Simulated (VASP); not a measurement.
# Ga3Se in VASP: settings compared, part 2 of 2

VASP 6.6.1.

### 3 Single point, PBE

This run uses another cell than the first one, of 23.08 Å³/atom, 0.980 times its volume.

INCAR reads:

```
  PREC = Accurate
  ENCUT = 520
  EDIFF = 1E-7
  ISMEAR = -1
  SIGMA = 0.05
  LREAL = F
  LASPH = T
  NELM = 60
  ALGO = Normal
  ISIF = 2
  LWAVE = F
  LCHARG = F
  GGA = PE
  NBANDS = 30
```

KPOINTS reads:

```
regular mesh
0
Gamma
  6 6 6
```

POSCAR reads:

```
Ga3Se
1.0
    4.5193981489      0.0000000000      0.0000000000
    0.0000000000      4.5193981489      0.0000000000
    0.0000000000      0.0000000000      4.5193981489
Se Ga
1 3
Direct
    0.0000000000      0.0000000000      0.0000000000
    0.5000000000      0.5000000000      0.0000000000
    0.5000000000      0.0000000000      0.5000000000
    0.0000000000      0.5000000000      0.5000000000
```

Potentials or basis: VASP PAW PBE potentials, release 64 (Se, Ga_d).

The run is started by

```
cat potpaw_PBE.64/Se/POTCAR potpaw_PBE.64/Ga_d/POTCAR > POTCAR
mpirun -np 1 vasp_std > vasp.out
```

OUTCAR:

```text
PREC = Accurate
   ENCUT = 520
   EDIFF = 1E-7
   ISMEAR = -1
   LREAL = F
   LASPH = T
   NELM = 60
   ISIF = 2
   GGA = PE

 ion  position               nearest neighbor table
   1  0.000  0.000  0.000-
   2  0.500  0.500  0.000-
   3  0.500  0.000  0.500-
   4  0.000  0.500  0.500-

  LATTYP: Found a simple cubic cell.
 ALAT       =     4.5193981489

  Lattice vectors:

 A1 = (   4.5193981489,   0.0000000000,   0.0000000000)
 A2 = (   0.0000000000,   4.5193981489,   0.0000000000)
 A3 = (   0.0000000000,   0.0000000000,   4.5193981489)

Analysis of symmetry for initial positions (statically):
=====================================================================
 Subroutine PRICEL returns:
 Original cell was already a primitive cell.

 Routine SETGRP: Setting up the symmetry group for a
 simple cubic supercell.

 Subroutine GETGRP returns: Found 48 space group operations
 (whereof 48 operations were pure point group operations)
 out of a pool of 48 trial point group operations.

The static configuration has the point symmetry O_h .

Analysis of symmetry for dynamics (positions and initial velocities):
=====================================================================
 Subroutine PRICEL returns:
 Original cell was already a primitive cell.

 Routine SETGRP: Setting up the symmetry group for a
 simple cubic supercell.

 Subroutine GETGRP returns: Found 48 space group operations
 (whereof 48 operations were pure point group operations)
 out of a pool of 48 trial point group operations.

The dynamic configuration has the point symmetry O_h .

 Subroutine INISYM returns: Found 48 space group operations
 (whereof 48 operations are pure point group operations),
 and found     1 'primitive' translations

----------------------------------------------------------------------------------------

                                     Primitive cell

  volume of cell :      92.3085

  direct lattice vectors                    reciprocal lattice vectors
     4.519398149  0.000000000  0.000000000     0.221268401  0.000000000  0.000000000
     0.000000000  4.519398149  0.000000000     0.000000000  0.221268401  0.000000000
     0.000000000  0.000000000  4.519398149     0.000000000  0.000000000  0.221268401

  length of vectors
     4.519398149  4.519398149  4.519398149     0.221268401  0.221268401  0.221268401

  position of ions in fractional coordinates (direct lattice)
     0.000000000  0.000000000  0.000000000
     0.500000000  0.500000000  0.000000000
     0.500000000  0.000000000  0.500000000
     0.000000000  0.500000000  0.500000000

  ion indices of the primitive-cell ions
   primitive index   ion index
                 1           1
                 2           2
                 3           3
                 4           4

----------------------------------------------------------------------------------------

 KPOINTS: regular mesh

Automatic generation of k-mesh.
 Grid dimensions read from file:
 generate k-points for:    6    6    6

 Generating k-lattice:

  Cartesian coordinates                     Fractional coordinates (reciprocal lattice)
     0.036878067  0.000000000  0.000000000     0.166666667  0.000000000  0.000000000
     0.000000000  0.036878067  0.000000000     0.000000000  0.166666667  0.000000000
     0.000000000  0.000000000  0.036878067     0.000000000  0.000000000  0.166666667

  Length of vectors
     0.036878067  0.036878067  0.036878067

  Shift w.r.t. Gamma in fractional coordinates (k-lattice)
     0.000000000  0.000000000  0.000000000

 Subroutine IBZKPT returns following result:
 ===========================================

 Found     20 irreducible k-points:

 Following reciprocal coordinates:
            Coordinates               Weight
  0.000000  0.000000  0.000000      1.000000
  0.166667  0.000000  0.000000      6.000000
  0.333333  0.000000  0.000000      6.000000
  0.500000  0.000000  0.000000      3.000000
  0.166667  0.166667  0.000000     12.000000
  0.333333  0.166667  0.000000     24.000000
[... 12 lines left out ...]
  0.500000  0.500000  0.333333      6.000000
  0.500000  0.500000  0.500000      1.000000
   k-points           NKPTS =     20   k-points in BZ     NKDIM =     20   number of bands    NBANDS=     30
   number of dos      NEDOS =    301   number of ions     NIONS =      4
   total plane-waves  NPLWV =  46656
   dimension x,y,z NGX =    36 NGY =   36 NGZ =   36
   dimension x,y,z NGXF=    72 NGYF=   72 NGZF=   72
   ions per type =               1   3
   NGX,Y,Z   is equivalent  to a cutoff of  13.24, 13.24, 13.24 a.u.
   NGXF,Y,Z  is equivalent  to a cutoff of  26.49, 26.49, 26.49 a.u.
 SYSTEM =  unknown system
   PREC   = accura    normal or accurate (medium, high low for compatibility)
   ISTART =      0    job   : 0-new  1-cont  2-samecut
   ICHARG =      2    charge: 1-file 2-atom 10-const
   ISPIN  =      1    spin polarized calculation?
   LNONCOLLINEAR =      F non collinear calculations
   LSORBIT =      F    spin-orbit coupling
   LASPH  =      T    aspherical Exc in radial PAW
   ENCUT  =  520.0 eV  38.22 Ry    6.18 a.u.   8.40  8.40  8.40*2*pi/ulx,y,z
   NELM   =     60;   NELMIN=  2; NELMDL= -5     # of ELM steps
   EDIFF  = 0.1E-06   stopping-criterion for ELM
   LREAL  =      F    real-space projection
   EDIFFG = 0.1E-05   stopping-criterion for IOM
   NSW    =      0    number of steps for IOM
   IBRION =     -1    ionic relax: 0-MD 1-quasi-New 2-CG
   NFREE  =      0    steps in history (QN), initial steepest desc. (CG)
   ISIF   =      2    stress and relaxation
   ISYM   =      2    0-nonsym 1-usesym 2-fastsym
   POTIM  = 0.5000    time-step for ionic-motion
   TEBEG  =    0.0;   TEEND  =   0.0 temperature during run
   PSTRESS=    0.0 pullay stress
   NELECT =      45.0000    total number of electrons
   NUPDOWN=      -1.0000    fix difference up-down
   EMIN   =  10.00;   EMAX   =-10.00  energy-range for DOS
   EFERMI =   0.00;   METHOD = LEGACY
   ISMEAR =    -1;   SIGMA  =   0.05  broadening in eV -4-tet -1-fermi 0-gaus
   EFERMI_NEDOS =   21; number of points for ismear=-14 and -15
   IALGO  =     38    algorithm
   IMIX   =      4    mixing-type and parameters
     AMIX     =   0.40;   BMIX     =  1.00
     AMIX_MAG =   1.60;   BMIX_MAG =  1.00
  volume/ion in A,a.u.               =      23.08       155.73
  Fermi-wavevector in a.u.,A,eV,Ry     =   1.288443  2.434803 22.586818  1.660084
  Thomas-Fermi vector in A             =   2.420396
   LORBIT       =      0    0 simple, 1 ext, 2 COOP (PROOUT), +10 PAW based schemes
   GGA     = PE    functional components
   LHFCALC =     F    Hartree Fock is set to
   AEXX    =    0.0000 exact exchange contribution
   IVDW    =     0    specifies the selected vdW correction
   LEPSILON=     F    determine dielectric tensor
   LRPA    =     F    only Hartree local field effects (RPA)
 non-spin polarized calculation
  energy-cutoff  :      520.00
  volume of cell :       92.31
 maximum number of plane-waves:      2517
 NGX is ok and might be reduce to    36
   NGX = 17   NGY = 17   NGZ = 17

 number of electron      45.0000037 magnetization

 Free energy of the ion-electron system (eV)
  ---------------------------------------------------
  ext. energy  EPLUGINS =         0.00000000
  ---------------------------------------------------
  free energy    TOTEN  =       -12.37464994 eV

  energy without entropy =      -12.36248574  energy(sigma->0) =      -12.36856784

 E-fermi :   4.1479     XC(G=0):  -9.9933

 val. band max:        3.9766510295   @ k =   0.5000   0.0000   0.0000
 cond. band min:       4.1949399124   @ k =   0.5000   0.1667   0.0000
 fundamental gap:      0.2182888829
 Fermi energy:         4.1479289549

 k-point     1 :       0.0000    0.0000    0.0000
  band No.  band energies     occupation
      1     -10.8850      2.00000
      2     -10.8775      2.00000
      3     -10.8775      2.00000
      4     -10.8775      2.00000
      5     -10.8341      2.00000
      6     -10.8341      2.00000
[... 22 lines left out ...]
     29       9.9799      0.00000
     30      11.0302      0.00000
[... 596 lines left out ...]
  band No.  band energies     occupation
      1     -10.9180      2.00000
      2     -10.8319      2.00000
      3     -10.8319      2.00000
      4     -10.8319      2.00000
      5     -10.8273      2.00000
      6     -10.8273      2.00000
[... 22 lines left out ...]
     29      12.2811      0.00000
     30      12.2811      0.00000

------------------------ aborting loop because EDIFF is reached ----------------------------------------

  FORCE on cell =-STRESS in cart. coord.  units (eV):
  Direction    XX          YY          ZZ          XY          YZ          ZX
  --------------------------------------------------------------------------------------
  -------------------------------------------------------------------------------------
  Total       -1.3650811     -1.3650811     -1.3650811      0.0000000      0.0000000      0.0000000
  in kB      -23.6933919    -23.6933919    -23.6933919      0.0000000      0.0000000      0.0000000
  external PRESSURE =     -23.6933919 kB  Pullay stress =       0.0000000 kB

 VOLUME and BASIS-vectors are now :
 -----------------------------------------------------------------------------
  energy-cutoff  :      520.00
  volume of cell :       92.31
      direct lattice vectors                 reciprocal lattice vectors
     4.519398149  0.000000000  0.000000000     0.221268401  0.000000000  0.000000000
     0.000000000  4.519398149  0.000000000     0.000000000  0.221268401  0.000000000
     0.000000000  0.000000000  4.519398149     0.000000000  0.000000000  0.221268401

 POSITION                                       TOTAL-FORCE (eV/Angst)
 -----------------------------------------------------------------------------------
      0.00000      0.00000      0.00000         0.000000      0.000000      0.000000
      2.25970      2.25970      0.00000         0.000000      0.000000      0.000000
      2.25970      0.00000      2.25970         0.000000      0.000000      0.000000
      0.00000      2.25970      2.25970         0.000000      0.000000      0.000000
 -----------------------------------------------------------------------------------
    total drift:                                0.000000      0.000000      0.000000

  FREE ENERGIE OF THE ION-ELECTRON SYSTEM (eV)
  ---------------------------------------------------
  free  energy   TOTEN  =       -12.3746499430 eV

  energy  without entropy=      -12.3624857352  energy(sigma->0) =      -12.36856784
```

OSZICAR:

```text
N       E                     dE             d eps       ncg     rms          rms(c)
DAV:   1     0.310654507786E+03    0.31065E+03   -0.21719E+04  1218   0.240E+03
DAV:   2     0.273043521163E+02   -0.28335E+03   -0.27542E+03  1274   0.518E+02
DAV:   3    -0.110015870977E+02   -0.38306E+02   -0.37106E+02  1388   0.139E+02
DAV:   4    -0.125317218947E+02   -0.15301E+01   -0.15226E+01  1406   0.285E+01
DAV:   5    -0.125637391835E+02   -0.32017E-01   -0.31972E-01  1338   0.425E+00    0.284E+00
DAV:   6    -0.123818318715E+02    0.18191E+00   -0.50703E-01  1650   0.564E+00    0.165E+00
DAV:   7    -0.123778325922E+02    0.39993E-02   -0.70068E-02  1346   0.117E+00    0.752E-01
DAV:   8    -0.123748412581E+02    0.29913E-02   -0.98459E-03  1446   0.678E-01    0.901E-02
DAV:   9    -0.123746210757E+02    0.22018E-03   -0.24171E-03  1552   0.344E-01    0.528E-02
DAV:  10    -0.123746491951E+02   -0.28119E-04   -0.33393E-04  1510   0.167E-01    0.127E-02
DAV:  11    -0.123746500493E+02   -0.85411E-06   -0.44660E-05  1454   0.493E-02    0.178E-03
DAV:  12    -0.123746501417E+02   -0.92497E-07   -0.56816E-06  1638   0.155E-02    0.173E-03
DAV:  13    -0.123746500047E+02    0.13707E-06   -0.42990E-07  1236   0.425E-03    0.919E-04
DAV:  14    -0.123746499430E+02    0.61627E-07   -0.47312E-08   816   0.194E-03
   1 F= -.12374650E+02 E0= -.12368568E+02  d E =-.121642E-01
```

stdout:

```text
POSCAR found type information on POSCAR SeGa
 POSCAR found :  2 types and       4 ions
 scaLAPACK will be used
 LDA part: xc-table for (Slater+PW92), standard interpolation
 POSCAR, INCAR and KPOINTS ok, starting setup
 FFT: planning ... GRIDC
 FFT: planning ... GRID_SOFT
 FFT: planning ... GRID
 WAVECAR not read
 entering main loop
```

Run time: 20 s. Hardware: 1 thread of Intel Xeon 6975P-C (Granite Rapids), shared host; peak memory 0.22 GiB.

Results:

- Free energy: -12.3746 eV
- Pressure: -2.4 GPa

### 4 Single point, r2SCAN

This run uses another cell than the first one, of 20.46 Å³/atom, 0.869 times its volume.

POSCAR reads:

```
Ga3Se
1.0
    4.3419811414      0.0000000000      0.0000000000
    0.0000000000      4.3419811414      0.0000000000
    0.0000000000      0.0000000000      4.3419811414
Se Ga
1 3
Direct
    0.0000000000      0.0000000000      0.0000000000
    0.5000000000      0.5000000000      0.0000000000
    0.5000000000      0.0000000000      0.5000000000
    0.0000000000      0.5000000000      0.5000000000
```

INCAR.step1 reads:

```
ALGO     = Normal         # electronic algorithm
EDIFF    = 1E-4           # SCF threshold, eV
ENCUT    = 520            # plane-wave cutoff, eV
GGA      = PE             # functional
ISMEAR   = -1             # smearing method
LASPH    = T              # aspherical terms in the spheres
LCHARG   = F              # write CHGCAR
LREAL    = F              # projectors in reciprocal space
LWAVE    = T              # write WAVECAR
NBANDS   = 30             # bands
NELM     = 80             # most SCF steps
PREC     = Accurate       # precision mode
SIGMA    = 0.05           # smearing width, eV
```

INCAR.step2 reads:

```
ALGO     = Normal         # electronic algorithm
EDIFF    = 1E-6           # SCF threshold, eV
ENCUT    = 520            # plane-wave cutoff, eV
ISIF     = 2              # what is computed and relaxed
ISMEAR   = -1             # smearing method
ISTART   = 1            
LASPH    = T              # aspherical terms in the spheres
LCHARG   = F              # write CHGCAR
LMIXTAU  = T            
LREAL    = F              # projectors in reciprocal space
LWAVE    = F              # write WAVECAR
METAGGA  = R2SCAN         # meta-GGA
NBANDS   = 30             # bands
NELM     = 80             # most SCF steps
PREC     = Accurate       # precision mode
SIGMA    = 0.05           # smearing width, eV
```

KPOINTS reads:

```
k-points
0
Gamma
  6 6 6
```

The run is started by

```
cat potpaw_PBE.64/Se/POTCAR potpaw_PBE.64/Ga_d/POTCAR > POTCAR
cp INCAR.step1 INCAR
mpirun -np 1 vasp_std > vasp.out
cp INCAR.step2 INCAR
mpirun -np 1 vasp_std > vasp.out
```

Run time: 46 s. Hardware: 1 thread of Intel Xeon 6975P-C (Granite Rapids), shared host; peak memory 0.2 GiB.

The run converged. Its results:

* Free energy: -48.2352 eV
* Pressure: 0.8 GPa

Levels at points of the mesh, in eV from the Fermi level:
| k point | band 21 | band 22 | band 23 | band 24 | band 25 | band 26 |
| --- | --- | --- | --- | --- | --- | --- |
| (0.00, 0.00, 0.00) | -2.74 | -2.74 | 1.70 | 1.70 | 1.70 | 4.82 |
| (0.50, 0.00, 0.00) | -1.93 | -1.20 | -0.42 | -0.42 | 1.30 | 4.59 |
| (0.50, 0.50, 0.00) | -0.71 | -0.62 | -0.62 | 1.63 | 1.73 | 1.73 |
| (0.50, 0.50, 0.50) | -5.33 | -5.33 | -4.01 | 4.47 | 4.47 | 4.47 |

Caveat: the PAW data sets were made with another functional, which shifts forces and pressure a little.

### 5 The runs side by side

```csv
level,cell,k mesh,gap on the mesh (eV),pressure (GPa)
PBE,"a = 4.610, b = 4.610, c = 4.432 Å, 4 atoms",5 × 5 × 5,none,-2.6
PBE,"a = 4.519 Å, 4 atoms",6 × 6 × 6,none,-2.4
r2SCAN,"a = 4.342 Å, 4 atoms",6 × 6 × 6,none,0.8
```

Alike in all rows: task single point; potentials or basis VASP PAW PBE potentials, release 64 (Se, Ga_d); no spin polarisation; cutoff (eV) 520; smearing fermi-dirac 0.05 eV.

Caveats: the PAW data sets were made with another functional, which shifts forces and pressure a little (some runs).

Total energies depend on the potentials used, so only differences within one code and one set of settings carry meaning.
